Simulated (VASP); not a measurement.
A run of VASP 6.6.1 is set up as follows.

The input INCAR:

```
SYSTEM = Co
PREC = Accurate
ENCUT = 520
EDIFF = 1E-7
ISMEAR = -1
SIGMA = 0.05
LREAL = .False.
LASPH = .True.
NELM = 150
ALGO = Normal
ISIF = 2
LWAVE = .False.
LCHARG = .False.
ISPIN = 2
MAGMOM = 2 2
LORBIT = 11
LMAXMIX = 4
GGA = PS
IVDW = 13
NBANDS = 20
```

File KPOINTS:

```
Automatic mesh
0
Gamma
  12 12 7
  0 0 0
```

File POSCAR:

```
Co
1.0
    2.4446352542      0.0000000000      0.0000000000
   -1.2223176271      2.1171162332      0.0000000000
    0.0000000000      0.0000000000      3.9451318163
Co
2
Direct
    0.6666666667      0.3333333333      0.7500000000
    0.3333333333      0.6666666667      0.2500000000
```

Potentials or basis: VASP PAW PBE potentials, release 64 (Co).

Launch:

```bash
$ cat potpaw_PBE.64/Co/POTCAR > POTCAR
$ mpirun -np 1 vasp_std > vasp.out
```

(1) Predict the net moment.

(2) Predict the pressure.

Answers

(1) 3.07 μB per cell.

(2) -1.0 GPa.

Caveat: the PAW data sets were made with another functional, which shifts forces and pressure a little; pairwise dispersion overbinds metals, which lowers pressure and volume.
